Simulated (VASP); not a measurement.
A run of VASP 6.6.1:

Contents of INCAR:

```
PREC = Accurate
ENCUT = 520
EDIFF = 1E-7
ISMEAR = 0
SIGMA = 0.02
LREAL = False
LASPH = True
NELM = 100
ALGO = Normal
ISIF = 2
LWAVE = False
LCHARG = False
GGA = PE
NBANDS = 31
```

Contents of KPOINTS:

```
Automatic mesh
0
Gamma
  6 6 6
```

File POSCAR:

```
Al3GaSb4
1.0
    6.2247750000      0.0000000000      0.0000000000
    0.0000000000      6.2247750000      0.0000000000
    0.0000000000      0.0000000000      6.2247750000
Al Ga Sb
3 1 4
Direct
    0.5000000000      0.0000000000      0.0000000000
    0.0000000000      0.0000000000      0.5000000000
    0.0000000000      0.5000000000      0.0000000000
    0.5000000000      0.5000000000      0.5000000000
    0.2499050000      0.7500950000      0.2499050000
    0.2499050000      0.2499050000      0.7500950000
    0.7500950000      0.7500950000      0.7500950000
    0.7500950000      0.2499050000      0.2499050000
```

Potentials or basis: VASP PAW PBE potentials, release 64 (Al, Ga_d, Sb).

Launch:

```sh
$ cat potpaw_PBE.64/Al/POTCAR potpaw_PBE.64/Ga_d/POTCAR potpaw_PBE.64/Sb/POTCAR > POTCAR
$ mpirun -np 1 vasp_std > vasp.out
```

Hardware: 1 thread of Intel(R) Xeon(R) 6975P-C (Granite Rapids) (shared host).

Task: How long does it take, and how much memory?

Result: Wall time 72 s on 1 thread of Intel(R) Xeon(R) 6975P-C (Granite Rapids), on a shared host, peak memory 0.4 GiB. Counts: scf iterations 16, k points 20.
